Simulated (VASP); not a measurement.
Here is a VASP 6.6.1 calculation.

File INCAR:

```
ALGO = Normal
EDIFF = 1E-6
ENCUT = 520
GGA = PE
ISIF = 2
ISMEAR = -1
LASPH = T
LCHARG = T
LELF = T
LREAL = F
LVHAR = T
LWAVE = F
NBANDS = 16
NELM = 80
PREC = Accurate
SIGMA = 0.02
```

File KPOINTS:

```
k-points
0
Gamma
  8 8 8
```

File POSCAR:

```
CdSe
1.0
    0.0000000000      3.0677809647      3.1383399269
    3.0677809647      0.0000000000      3.1383399269
    3.0677809647      3.0677809647      0.0000000000
Cd Se
1 1
Direct
    0.0000000000      0.0000000000      0.0000000000
    0.2500000000      0.2500000000      0.2500000000
```

Potentials or basis: VASP PAW PBE potentials, release 64 (Cd, Se).

The run is started by

```bash
$ cat potpaw_PBE.64/Cd/POTCAR potpaw_PBE.64/Se/POTCAR > POTCAR
$ mpirun -np 1 vasp_std > vasp.out
```

(1) What does it give for the band gap on the k mesh?

(2) Estimate the pressure.

Answers

(1) 0.48 eV, direct.

(2) 0.5 GPa.

Caveat: the cell differs from its parent crystal (uniaxial z strain +2.3%).
